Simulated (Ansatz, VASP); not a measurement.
**Two plane-wave programs on Al2Rh**

```
Al Rh
1.0
     6.27121    0.00000    0.00000
     0.00000    6.27121    0.00000
     0.00000    0.00000    2.89043
Al Rh
4 2
Direct
  0.27439 0.27439 0.00000
  0.22561 0.77439 0.50000
  0.72561 0.72561 0.00000
  0.77439 0.22561 0.50000
  0.00000 0.00000 0.00000
  0.50000 0.50000 0.50000
```

Change from the starting cell: species swapped into the MgF2 type (P4_2/mnm, No. 136).

Alike in both runs: functional PBE; k mesh 4 × 4 × 6; occupations gaussian, width 0.1 eV; no spin polarisation.

Ansatz relaxed the structure, and its values are those at the end. VASP's run is a single point on that final structure, the one shown.

|  | VASP | Ansatz |
| --- | --- | --- |
| version | VASP 6.6.1 | Ansatz 0.2.0 |
| potentials or method | VASP PAW PBE potentials, release 64 (Al, Rh_pv), cutoff 520 eV | scalar-relativistic, plane waves, PAW |
| valence electrons in the cell | 42 | 46 |

|  | VASP | Ansatz | Ansatz less VASP |
| --- | --- | --- | --- |
| gap on the k mesh at the Fermi level (eV) | none | none | - |
| pressure (GPa) | -0.1 | -0.1 | 0.00 |
| rms of the force components (eV/Å) | 0.002 | 0.003 | +0.0006 |

A gap of «none» marks a metal or a gap that the smearing closes. VASP's potentials hold 42 valence electrons a cell and Ansatz's 46, so a difference there can come from the potentials and not from the codes.

The k mesh is coarse, so the values compare programs but aren't converged.
